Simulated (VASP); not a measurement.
# LiF (R-3m) in VASP: a series of runs

LiF is run at these levels: PBE; tasks: single point.

Everything below comes from runs of VASP 6.6.1. Logs are shortened: lines on timing, memory, paths and dates and some standing lists are left out, and cuts for length are marked.

**1. The cell of the first run**

The structure is trigonal, space group R-3m (No. 166). Conventional cell: a = 2.821 Å, b = 2.821 Å, c = 7.014 Å, α = 90.00°, β = 90.00°, γ = 120.00°. Li (site symmetry -3m) has 6 F at 2.00 Å within 2.7 Å. F (site symmetry -3m) has 6 Li at 2.00 Å within 2.7 Å.

**2. Single point, PBE (strain along [111] +1.5%)**

INCAR

```
  PREC = Accurate
  ENCUT = 750
  EDIFF = 1E-6
  ISMEAR = 0
  SIGMA = 0.01
  LREAL = F
  LASPH = T
  NELM = 120
  ALGO = Normal
  ISIF = 2
  LWAVE = F
  LCHARG = T
  GGA = PE
  LELF = T
  LVHAR = T
  NBANDS = 12
  GGA_COMPAT = F
```

KPOINTS

```
Automatic mesh
0
Gamma
  6 6 6
```

POSCAR

```
LiF
1.0
    0.0199487174      2.0148204567      2.0148204567
    2.0148204567      0.0199487174      2.0148204567
    2.0148204567      2.0148204567      0.0199487174
Li F
1 1
Direct
    0.0000000000      0.0000000000      0.0000000000
    0.5000000000      0.5000000000      0.5000000000
```

Potentials or basis: VASP PAW PBE potentials, release 64 (Li_sv, F).

On the command line:

```sh
cat potpaw_PBE.64/Li_sv/POTCAR potpaw_PBE.64/F/POTCAR > POTCAR
mpirun -np 1 vasp_std > vasp.out
```

OUTCAR:

```text
PREC = Accurate
   ENCUT = 750
   EDIFF = 1E-6
   ISMEAR = 0
   LREAL = F
   LASPH = T
   NELM = 120
   ISIF = 2
   GGA = PE

 ion  position               nearest neighbor table
   1  0.000  0.000  0.000-   2 2.00   2 2.00   2 2.00   2 2.00   2 2.00   2 2.00
   2  0.500  0.500  0.500-   1 2.00   1 2.00   1 2.00   1 2.00   1 2.00   1 2.00

  LATTYP: Found a trigonal (rhomboedric) cell.
 ALAT       =     2.8494562458
 COS(alpha) =     0.5098759986

  Lattice vectors:

 A1 = (   0.0199487174,   2.0148204567,   2.0148204567)
 A2 = (   2.0148204567,   0.0199487174,   2.0148204567)
 A3 = (   2.0148204567,   2.0148204567,   0.0199487174)

Analysis of symmetry for initial positions (statically):
=====================================================================
 Subroutine PRICEL returns:
 Original cell was already a primitive cell.

 Routine SETGRP: Setting up the symmetry group for a
 trigonal (rhombohedral) supercell.

 Subroutine GETGRP returns: Found 12 space group operations
 (whereof 12 operations were pure point group operations)
 out of a pool of 12 trial point group operations.

The static configuration has the point symmetry D_3d.

Analysis of symmetry for dynamics (positions and initial velocities):
=====================================================================
 Subroutine PRICEL returns:
 Original cell was already a primitive cell.

 Routine SETGRP: Setting up the symmetry group for a
 trigonal (rhombohedral) supercell.

 Subroutine GETGRP returns: Found 12 space group operations
 (whereof 12 operations were pure point group operations)
 out of a pool of 12 trial point group operations.

The dynamic configuration has the point symmetry D_3d.

 Subroutine INISYM returns: Found 12 space group operations
 (whereof 12 operations are pure point group operations),
 and found     1 'primitive' translations

----------------------------------------------------------------------------------------

                                     Primitive cell

  volume of cell :      16.1154

  direct lattice vectors                    reciprocal lattice vectors
     0.019948717  2.014820457  2.014820457    -0.251877374  0.249407987  0.249407987
     2.014820457  0.019948717  2.014820457     0.249407987 -0.251877374  0.249407987
     2.014820457  2.014820457  0.019948717     0.249407987  0.249407987 -0.251877374

  length of vectors
[... 91 lines left out ...]
   TEBEG  =    0.0;   TEEND  =   0.0 temperature during run
   PSTRESS=    0.0 pullay stress
   NELECT =      10.0000    total number of electrons
   NUPDOWN=      -1.0000    fix difference up-down
   EMIN   =  10.00;   EMAX   =-10.00  energy-range for DOS
   EFERMI =   0.00;   METHOD = LEGACY
   ISMEAR =     0;   SIGMA  =   0.01  broadening in eV -4-tet -1-fermi 0-gaus
   EFERMI_NEDOS =   21; number of points for ismear=-14 and -15
   IALGO  =     38    algorithm
   IMIX   =      4    mixing-type and parameters
     AMIX     =   0.40;   BMIX     =  1.00
     AMIX_MAG =   1.60;   BMIX_MAG =  1.00
  volume/ion in A,a.u.               =       8.06        54.38
  Fermi-wavevector in a.u.,A,eV,Ry     =   1.396351  2.638720 26.528575  1.949795
  Thomas-Fermi vector in A             =   2.519713
   LORBIT       =      0    0 simple, 1 ext, 2 COOP (PROOUT), +10 PAW based schemes
   GGA     = PE    functional components
   LHFCALC =     F    Hartree Fock is set to
   AEXX    =    0.0000 exact exchange contribution
   IVDW    =     0    specifies the selected vdW correction
   LEPSILON=     F    determine dielectric tensor
   LRPA    =     F    only Hartree local field effects (RPA)
 non-spin polarized calculation
 Gauss-broadening in eV      SIGMA  =   0.01
  energy-cutoff  :      750.00
  volume of cell :       16.12
 maximum number of plane-waves:       760
 NGX is ok and might be reduce to    28
   NGX = 13   NGY = 13   NGZ = 13

 number of electron      10.0000003 magnetization

 Free energy of the ion-electron system (eV)
  ---------------------------------------------------
  ext. energy  EPLUGINS =         0.00000000
  ---------------------------------------------------
  free energy    TOTEN  =        -9.63825689 eV

  energy without entropy =       -9.63825689  energy(sigma->0) =       -9.63825689

 E-fermi :  -0.8445     XC(G=0): -10.0517

 val. band max:       -0.9166315745   @ k =   0.0000   0.0000   0.0000
 cond. band min:       8.2551886133   @ k =   0.0000   0.0000   0.0000
 fundamental gap:      9.1718201878
 Fermi energy:        -0.8444504873

 k-point     1 :       0.0000    0.0000    0.0000
  band No.  band energies     occupation
      1     -41.8214      2.00000
      2     -20.9547      2.00000
      3      -0.9996      2.00000
      4      -0.9166      2.00000
      5      -0.9166      2.00000
      6       8.2552      0.00000
      7      23.0784      0.00000
      8      23.1909      0.00000
      9      23.2701      0.00000
     10      23.2701      0.00000
     11      23.6918      0.00000
     12      23.6918      0.00000
[... 331 lines left out ...]
 k-point    24 :      -0.3333    0.5000    0.1667
  band No.  band energies     occupation
      1     -41.7427      2.00000
      2     -20.2541      2.00000
      3      -3.5507      2.00000
      4      -2.5354      2.00000
      5      -1.8061      2.00000
      6      14.0468      0.00000
      7      14.5918      0.00000
      8      16.6379      0.00000
      9      18.6954      0.00000
     10      23.1802      0.00000
     11      30.8889      0.00000
     12      33.2193      0.00000

 [... further k-points ...]

------------------------ aborting loop because EDIFF is reached ----------------------------------------

  FORCE on cell =-STRESS in cart. coord.  units (eV):
  Direction    XX          YY          ZZ          XY          YZ          ZX
  --------------------------------------------------------------------------------------
  -------------------------------------------------------------------------------------
  Total        0.2468549      0.2468549      0.2468549     -0.0652538     -0.0652538     -0.0652538
  in kB       24.5420827     24.5420827     24.5420827     -6.4874753     -6.4874753     -6.4874753
  external PRESSURE =      24.5420827 kB  Pullay stress =       0.0000000 kB

 VOLUME and BASIS-vectors are now :
 -----------------------------------------------------------------------------
  energy-cutoff  :      750.00
  volume of cell :       16.12
      direct lattice vectors                 reciprocal lattice vectors
     0.019948717  2.014820457  2.014820457    -0.251877374  0.249407987  0.249407987
     2.014820457  0.019948717  2.014820457     0.249407987 -0.251877374  0.249407987
     2.014820457  2.014820457  0.019948717     0.249407987  0.249407987 -0.251877374

 POSITION                                       TOTAL-FORCE (eV/Angst)
 -----------------------------------------------------------------------------------
      0.00000      0.00000      0.00000         0.000000     -0.000000      0.000000
      2.02479      2.02479      2.02479        -0.000000      0.000000     -0.000000
 -----------------------------------------------------------------------------------
    total drift:                                0.000000      0.000000      0.000000

  FREE ENERGIE OF THE ION-ELECTRON SYSTEM (eV)
  ---------------------------------------------------
  free  energy   TOTEN  =        -9.6382568889 eV

  energy  without entropy=       -9.6382568889  energy(sigma->0) =       -9.63825689
```

stdout:

```text
POSCAR found type information on POSCAR LiF
 POSCAR found :  2 types and       2 ions
 scaLAPACK will be used
 LDA part: xc-table for (Slater+PW92), standard interpolation
 POSCAR, INCAR and KPOINTS ok, starting setup
 FFT: planning ... GRIDC
 FFT: planning ... GRID_SOFT
 FFT: planning ... GRID
 WAVECAR not read
 entering main loop
```

It took 6.1 s on 1 thread of AMD EPYC 9R45 (Zen 5), shared host; peak memory 0.12 GiB.

What came out:

- Free energy: -9.6383 eV
- Pressure: 2.5 GPa
- Band gap on the k mesh: 9.17 eV

Caveat: the k points lie up to 0.45 Å⁻¹ apart; the cell differs from its parent crystal (strain along [111] +1.5%).

**3. Single point, PBE (epitaxial 111 strain +1.0%)**

INCAR

```
PREC = Accurate
ENCUT = 750
EDIFF = 1E-6
ISMEAR = 0
SIGMA = 0.01
LREAL = F
LASPH = T
NELM = 120
ALGO = Normal
ISIF = 2
LWAVE = F
LCHARG = F
GGA = PE
NBANDS = 12
GGA_COMPAT = F
```

KPOINTS

```
regular mesh
0
Gamma
  6 6 6
```

POSCAR

```
LiF
1.0
   -0.0179035560      1.9969169007      1.9969169007
    1.9969169007     -0.0179035560      1.9969169007
    1.9969169007      1.9969169007     -0.0179035560
Li F
1 1
Direct
    0.0000000000      0.0000000000      0.0000000000
    0.5000000000      0.5000000000      0.5000000000
```

Potentials or basis: VASP PAW PBE potentials, release 64 (Li_sv, F).

On the command line:

```sh
cat potpaw_PBE.64/Li_sv/POTCAR potpaw_PBE.64/F/POTCAR > POTCAR
mpirun -np 1 vasp_std > vasp.out
```

Wall time 5.7 s (1 thread of AMD EPYC 9R45 (Zen 5), shared host); peak memory 0.12 GiB.

It converged, with:

```
Free energy            : -9.6388 eV
Pressure               : 2.3 GPa
Band gap on the k mesh : 9.14 eV
```

Stress tensor (GPa, compression positive):
```
2.33 0.56 0.56
0.56 2.33 0.56
0.56 0.56 2.33
```

Levels at points of the mesh, in eV from the valence-band top:
```csv
k point,band 1,band 2,band 3,band 4,band 5,band 6,band 7,band 8,band 9,band 10
"(0.00, 0.00, 0.00)",-40.93,-20.05,-0.07,-0.07,0.00,9.14,24.03,24.03,24.18,24.25
"(0.50, 0.00, 0.00)",-40.87,-19.62,-2.61,-0.29,-0.25,10.81,16.77,18.93,19.09,30.55
"(0.50, 0.50, 0.00)",-40.85,-19.33,-3.10,-1.10,-1.02,14.87,16.48,17.54,20.25,20.42
"(0.50, 0.50, 0.50)",-40.86,-19.59,-2.59,-0.32,-0.32,10.74,16.97,18.78,18.78,30.41
```

Caveat: the k points lie up to 0.45 Å⁻¹ apart; the cell differs from its parent crystal (epitaxial 111 strain +1.0%).
